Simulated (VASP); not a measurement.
Input of a VASP 6.6.1 run:

The input INCAR:

```
SYSTEM = As
  ALGO = Normal
  EDIFF = 1E-6
  ENCUT = 510
  GGA = PE
  GGA_COMPAT = .False.
  ISIF = 2
  ISMEAR = 0
  IVDW = 12
  LASPH = .True.
  LCHARG = .False.
  LREAL = .False.
  LWAVE = .False.
  NBANDS = 22
  NELM = 120
  PREC = Accurate
  SIGMA = 0.1
```

Contents of KPOINTS:

```
k-points
0
Gamma
  15 15 15
  0 0 0
```

Contents of POSCAR:

```
As
1.0
    1.8451064700      1.0652727171      3.1176920731
   -1.8451064700      1.0652727171      3.1176920731
    0.0000000000     -2.1305454342      3.1176920731
As
2
Direct
    0.7638383927      0.7638383927      0.7638383927
    0.2361616073      0.2361616073      0.2361616073
```

Potentials or basis: VASP PAW PBE potentials, release 64 (As_d).

The run is started by

```bash
$ cat potpaw_PBE.64/As_d/POTCAR > POTCAR
$ mpirun -np 1 vasp_std > vasp.out
```

Predict the largest force.

0.012 eV/Å.

Estimate the dispersion energy per atom.

-0.493 eV.

Estimate the pressure.

9.5 GPa.

Estimate the band gap on the k mesh.

zero (bands 15 and 16 overlap by 0.58 eV).

Forces on the atoms (eV/Å):
```
As   0.000  0.000 -0.012
As   0.000  0.000  0.012
```

Caveat: the cell stands under pressure.
